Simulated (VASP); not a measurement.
# Li (P1) in VASP: further runs, part 2 of 2

VASP 6.6.1.

### 3 Single point, PBE

File INCAR:

```
SYSTEM = Li
ALGO     = Normal         ! electronic algorithm
EDIFF    = 1E-6           ! SCF threshold, eV
ENCUT    = 520            ! plane-wave cutoff, eV
GGA      = PE             ! functional
ISIF     = 2              ! what is computed and relaxed
ISMEAR   = -1             ! smearing method
LASPH    = .TRUE.         ! aspherical terms in the spheres
LCHARG   = .FALSE.        ! write CHGCAR
LREAL    = Auto         
LWAVE    = .FALSE.        ! write WAVECAR
NBANDS   = 38             ! bands
NELM     = 100            ! most SCF steps
PREC     = Accurate       ! precision mode
SIGMA    = 0.11           ! smearing width, eV
```

File KPOINTS:

```
k-points
0
G
  2 2 2
  0 0 0
```

File POSCAR:

```
Li
1.0
    7.0944470000      0.0000000000      0.0000000000
    0.0000000000      7.0944470000      0.0000000000
    0.0000000000      0.0000000000      7.0944470000
Li
16
Direct
    0.0559451639      0.1049835174     -0.0714643439
    0.4886920714      0.0819937058      0.0098527764
   -0.0804431973      0.4473216869      0.0141096269
    0.0206499534      0.0013390755      0.4015394012
    0.2316318664      0.2589490062      0.2115175432
    0.4904258218      0.5595362119      0.0819373237
    0.5008424194      0.0946655885      0.4692120471
    0.7419464829      0.3286936952      0.2647281740
    0.0580735891      0.4997852546      0.4667453291
    0.3236756861      0.7996958748      0.2812622323
    0.2968659855      0.1948707207      0.7153482153
    0.6104633666      0.5583521873      0.4834062472
    0.7606089664      0.7945651014      0.2257258388
    0.7280623846      0.1873718980      0.6504805801
    0.2062740056      0.7828517149      0.7317554138
    0.7610600234      0.8374014211      0.7620889972
```

Potentials or basis: VASP PAW PBE potentials, release 64 (Li_sv).

The run is started by

```
cat potpaw_PBE.64/Li_sv/POTCAR > POTCAR
mpirun -np 1 vasp_std > vasp.out
```

Wall time 2.3 min (1 thread of Intel Xeon Platinum 8259CL at 2.50GHz (Skylake/Cascade Lake), shared host); peak memory 0.37 GiB.

It converged, with:

- Free energy: -27.5030 eV
- Largest force: 1.393 eV/Å
- Band gap on the k mesh: zero (band 24 reaches 0.57 eV, above the bottom of band 25 at -0.07 eV)

Forces on the atoms (eV/Å):
```
Li  -0.661 -0.563  0.377
Li   0.492 -0.246  0.082
Li   0.327  0.606 -0.612
Li  -0.179  0.244  0.342
Li   0.213  0.313  0.322
Li  -0.141 -0.433 -0.710
Li  -0.448 -0.718 -0.984
Li  -0.030 -0.813  0.039
Li  -0.132 -0.044  0.091
Li  -0.245  0.156  0.065
Li  -0.085  0.739 -0.271
Li  -0.469  0.149  0.519
Li   0.183  0.281 -0.126
Li   0.975  0.679  0.726
Li   0.286 -0.032  0.108
Li  -0.085 -0.318  0.032
```

Levels at points of the mesh, in eV from the Fermi level:
```
           k point  band 22  band 23  band 24  band 25  band 26  band 27
(0.00, 0.00, 0.00)    -0.85    -0.70     0.40     0.47     0.51     0.59
(0.50, 0.00, 0.00)    -0.49    -0.39    -0.30    -0.13    -0.07     1.07
(0.00, 0.50, 0.00)    -0.53    -0.37    -0.31    -0.21    -0.10     0.86
(0.00, 0.00, 0.50)    -0.42    -0.40    -0.31    -0.24    -0.04     0.93
(0.50, 0.50, 0.00)    -0.16     0.01     0.06     0.21     0.27     0.44
(0.00, 0.50, 0.50)    -0.21    -0.07    -0.01     0.13     0.20     0.69
(0.50, 0.00, 0.50)    -0.19     0.02     0.11     0.20     0.34     0.37
(0.50, 0.50, 0.50)    -1.46    -1.26    -1.12     1.71     1.85     1.91
```

Caveat: the k points lie up to 0.44 Å⁻¹ apart; forces of over 1 eV/Å act on the atoms, so gaps and moduli don't describe the material at rest.

### 4 Single point, PBE

File INCAR:

```
PREC = Accurate ; ENCUT = 520
EDIFF = 1E-7 ; ISMEAR = -1
SIGMA = 0.11 ; LREAL = Auto
LASPH = T ; NELM = 100
ALGO = Normal ; ISIF = 2
LWAVE = F ; LCHARG = T
GGA = PE ; LELF = T
LVHAR = T ; NBANDS = 38
```

File KPOINTS:

```
Automatic mesh
0
Gamma
  2 2 2
```

File POSCAR:

```
Li
1.0
    7.0944470000      0.0000000000      0.0000000000
    0.0000000000      7.0944470000      0.0000000000
    0.0000000000      0.0000000000      7.0944470000
Li
16
Direct
    0.0414408621      0.1064917392     -0.0072028165
    0.6371603030      0.1734877997     -0.0139686716
    0.0736209602      0.6529472981     -0.0202411830
    0.0264995989     -0.0353938792      0.5035064749
    0.2703100044      0.3228158587      0.1873437070
    0.5137116395      0.5096662220      0.0093030507
    0.4792480654      0.1085637823      0.3590413742
    0.8279292241      0.2072184062      0.2558761803
    0.0557478264      0.4959653656      0.4234015703
    0.2807125066      0.7522503163      0.3198839881
    0.2949208021      0.2782316930      0.6745134610
    0.6466747866      0.5460185974      0.5619747388
    0.7026199505      0.8659871587      0.2113483969
    0.7794265008      0.2666028797      0.6861281788
    0.3799168561      0.6966011586      0.7760999554
    0.6902722651      0.8486919417      0.8020075420
```

The run is started by

```
cat potpaw_PBE.64/Li_sv/POTCAR > POTCAR
mpirun -np 1 vasp_std > vasp.out
```

Wall time 2.6 min (1 thread of Intel Xeon Platinum 8259CL at 2.50GHz (Skylake/Cascade Lake), shared host); peak memory 0.37 GiB.

Results (log left out):

```yaml
Free_energy: -26.9146 eV
Largest_force: 1.116 eV/Å
Band_gap_on_the_k_mesh: zero (band 24 reaches 0.53 eV, above the bottom of band 25 at -0.13 eV)
```

Forces on the atoms (eV/Å):
```
Li   0.299 -0.437 -0.362
Li  -0.802 -0.190 -0.278
Li  -0.619 -0.274  0.041
Li  -0.140  0.084  0.199
Li  -0.107  0.069 -0.047
Li   0.589  0.006  0.499
Li  -0.060 -0.046  0.633
Li   0.347  0.721  0.670
Li  -0.414 -0.021  0.345
Li   0.545  0.176 -0.304
Li   0.091  0.031  0.220
Li  -0.254  0.237 -0.753
Li   0.274 -0.821  0.007
Li   0.444 -0.305 -0.092
Li  -0.806  0.470 -0.613
Li   0.612  0.302 -0.165
```

Levels at points of the mesh, in eV from the Fermi level:
```
           k point  band 20  band 21  band 22  band 23  band 24  band 25  band 26  band 27
(0.00, 0.00, 0.00)    -0.98    -0.88    -0.86    -0.63     0.36     0.48     0.59     0.69
(0.50, 0.00, 0.00)    -0.61    -0.52    -0.40    -0.38    -0.32    -0.29    -0.16     1.11
(0.00, 0.50, 0.00)    -0.57    -0.52    -0.48    -0.39    -0.35    -0.24    -0.03     0.88
(0.00, 0.00, 0.50)    -0.61    -0.56    -0.41    -0.31    -0.26    -0.17    -0.10     1.05
(0.50, 0.50, 0.00)    -1.94    -0.36    -0.24    -0.06     0.10     0.25     0.33     0.47
(0.00, 0.50, 0.50)    -1.96    -0.28    -0.18    -0.10     0.14     0.26     0.38     0.46
(0.50, 0.00, 0.50)    -1.96    -0.19    -0.12    -0.03     0.09     0.12     0.27     0.52
(0.50, 0.50, 0.50)    -1.58    -1.49    -1.38    -1.34    -1.25     1.48     1.67     2.04
```

Caveat: the k points lie up to 0.44 Å⁻¹ apart; forces of over 1 eV/Å act on the atoms, so gaps and moduli don't describe the material at rest.

### 5 Single point, PBE

File INCAR:

```
PREC = Accurate
ENCUT = 520
EDIFF = 1E-6
ISMEAR = -1
SIGMA = 0.11
LREAL = Auto
LASPH = True
NELM = 100
ALGO = Normal
ISIF = 2
LWAVE = False
LCHARG = False
GGA = PE
NBANDS = 38
```

File KPOINTS:

```
regular mesh
0
Gamma
  2 2 2
```

File POSCAR:

```
Li
1.0
    7.0944470000      0.0000000000      0.0000000000
    0.0000000000      7.0944470000      0.0000000000
    0.0000000000      0.0000000000      7.0944470000
Li
16
Direct
    0.0945669197      0.1210665186     -0.1757571802
    0.5591274415      0.1273249346      0.0150681230
    0.0593985690      0.7536175829      0.0940171940
    0.0507439128     -0.1157806944      0.5204774946
    0.1480453656      0.3282849248      0.1497932115
    0.5068612113      0.5006168909      0.0989224389
    0.4474062601      0.0901691140      0.4123365782
    0.9240748433      0.1205449840      0.3199967524
   -0.0139545760      0.5493733338      0.5417758424
    0.3472997966      0.7444695830      0.3223507061
    0.3283976891      0.3638338548      0.6526371964
    0.6318744787      0.5373075590      0.4340436964
    0.7676426366      0.8263223335      0.2103617097
    0.7057773495      0.1795911648      0.6524962411
    0.3557289243      0.8759386038      0.7209864278
    0.7871649475      0.7934938410      0.7594954194
```

The run is started by

```
cat potpaw_PBE.64/Li_sv/POTCAR > POTCAR
mpirun -np 1 vasp_std > vasp.out
```

It took 3 min on 1 thread of Intel Xeon Platinum 8259CL at 2.50GHz (Skylake/Cascade Lake), shared host; peak memory 0.37 GiB.

It converged, with:

```
Free energy            : -27.1616 eV
Largest force          : 0.887 eV/Å
Band gap on the k mesh : zero (band 24 reaches 0.52 eV, above the bottom of band 25 at -0.10 eV)
```

Forces in eV/Å, atoms in the order of the input:
```
Li  -0.375 -0.046  0.202
Li  -0.087 -0.271  0.047
Li   0.598 -0.105 -0.576
Li   0.122  0.262 -0.142
Li   0.256  0.322  0.136
Li   0.184 -0.030 -0.737
Li  -0.175  0.155 -0.386
Li  -0.306  0.522  0.046
Li   0.365 -0.653 -0.165
Li  -0.191  0.100  0.106
Li   0.018  0.310  0.045
Li   0.110 -0.178  0.332
Li  -0.847 -0.046  0.258
Li   0.343  0.116  0.126
Li   0.421 -0.466  0.410
Li  -0.436  0.007  0.298
```

Levels at points of the mesh, in eV from the Fermi level:
```
           k point  band 21  band 22  band 23  band 24  band 25  band 26  band 27  band 28
(0.00, 0.00, 0.00)    -0.93    -0.79    -0.76     0.35     0.61     0.67     0.88     0.98
(0.50, 0.00, 0.00)    -0.56    -0.43    -0.37    -0.34    -0.26    -0.09     1.08     1.39
(0.00, 0.50, 0.00)    -0.59    -0.50    -0.38    -0.32    -0.17    -0.05     0.86     1.23
(0.00, 0.00, 0.50)    -0.63    -0.46    -0.38    -0.25    -0.14     0.02     1.12     1.26
(0.50, 0.50, 0.00)    -0.30    -0.23    -0.12    -0.04     0.37     0.51     0.63     0.77
(0.00, 0.50, 0.50)    -0.34    -0.22    -0.16     0.12     0.18     0.28     0.64     0.84
(0.50, 0.00, 0.50)    -0.36    -0.11    -0.04     0.15     0.21     0.30     0.50     0.85
(0.50, 0.50, 0.50)    -1.50    -1.46    -1.25    -1.09     1.53     1.82     1.96     2.05
```

Caveat: the k points lie up to 0.44 Å⁻¹ apart.

### 6 Single point, PBE

File INCAR:

```
SYSTEM = Li
ALGO = Normal ; EDIFF = 1E-7
ENCUT = 520 ; GGA = PE
ISIF = 2 ; ISMEAR = -1
LASPH = .True. ; LCHARG = .False.
LREAL = Auto ; LWAVE = .False.
NBANDS = 38 ; NELM = 100
PREC = Accurate ; SIGMA = 0.11
```

File KPOINTS:

```
k-points
0
Gamma
  2 2 2
  0 0 0
```

File POSCAR:

```
Li
1.0
    7.0944470000      0.0000000000      0.0000000000
    0.0000000000      7.0944470000      0.0000000000
    0.0000000000      0.0000000000      7.0944470000
Li
16
Direct
    0.0870540015      0.1660312636     -0.1644807552
    0.4396960045      0.0428081287      0.1058715359
    0.1275504631      0.8052072276     -0.0546906616
    0.0582145444     -0.0893233821      0.4927797755
    0.2095159778      0.4397101000      0.1131025434
    0.6132542818      0.4069520852     -0.0232012446
    0.3684289981      0.1758981355      0.4357915423
    0.8494812915      0.2623037426      0.2334783810
   -0.0112482340      0.4717633383      0.6066716687
    0.3981987602      0.6866356180      0.3645809180
    0.3486811587      0.5206184499      0.7057350629
    0.6423897451      0.4266435425      0.4002285168
    0.7189848624      0.7669096689      0.2661800137
    0.7145165790      0.1566154487      0.7308673953
    0.3850899161      0.8413058833      0.7275408499
    0.7503615151      0.7161234695      0.7885604051
```

Potentials or basis: VASP PAW PBE potentials, release 64 (Li_sv).

The run is started by

```
cat potpaw_PBE.64/Li_sv/POTCAR > POTCAR
mpirun -np 1 vasp_std > vasp.out
```

Wall time 3 min (1 thread of Intel Xeon Platinum 8259CL at 2.50GHz (Skylake/Cascade Lake), shared host); peak memory 0.37 GiB.

It converged, with:

| Quantity | Value |
| --- | --- |
| Free energy | -27.6714 eV |
| Largest force | 1.170 eV/Å |
| Band gap on the k mesh | zero (band 24 reaches 0.58 eV, above the bottom of band 25 at -0.10 eV) |

Forces on the atoms (eV/Å):
```
Li   0.222  0.119  0.018
Li   0.133 -0.040 -0.345
Li  -0.500 -0.273  0.544
Li  -0.150 -0.041 -0.040
Li   0.012  0.028  0.116
Li  -0.250  0.329  0.204
Li  -0.221  0.034  0.377
Li   0.777 -0.799 -0.355
Li   0.054  0.117 -0.252
Li  -0.719  0.182 -0.184
Li   0.084 -0.881  0.076
Li  -0.386  0.166  0.758
Li   0.569  0.364 -0.272
Li  -0.177 -0.312 -0.352
Li   0.496  0.885 -0.216
Li   0.055  0.121 -0.075
```

Levels at points of the mesh, in eV from the Fermi level:
```csv
k point,band 19,band 20,band 21,band 22,band 23,band 24,band 25,band 26,band 27,band 28
"(0.00, 0.00, 0.00)",-1.07,-1.01,-0.94,-0.79,-0.77,0.41,0.70,0.74,1.01,1.04
"(0.50, 0.00, 0.00)",-0.72,-0.58,-0.48,-0.45,-0.37,-0.33,-0.25,-0.13,1.21,1.37
"(0.00, 0.50, 0.00)",-0.68,-0.61,-0.54,-0.47,-0.35,-0.31,-0.23,-0.07,1.21,1.44
"(0.00, 0.00, 0.50)",-0.73,-0.59,-0.47,-0.44,-0.35,-0.32,-0.27,-0.09,1.29,1.33
"(0.50, 0.50, 0.00)",-2.04,-1.94,-0.43,-0.19,-0.09,0.12,0.28,0.47,0.64,0.91
"(0.00, 0.50, 0.50)",-2.08,-1.94,-0.30,-0.08,-0.04,0.14,0.19,0.42,0.50,0.69
"(0.50, 0.00, 0.50)",-2.09,-1.87,-0.24,-0.20,-0.10,0.06,0.20,0.34,0.48,0.93
"(0.50, 0.50, 0.50)",-1.62,-1.54,-1.51,-1.43,-1.37,-1.18,1.80,1.87,2.00,2.10
```

Caveat: the k points lie up to 0.44 Å⁻¹ apart; forces of over 1 eV/Å act on the atoms, so gaps and moduli don't describe the material at rest.
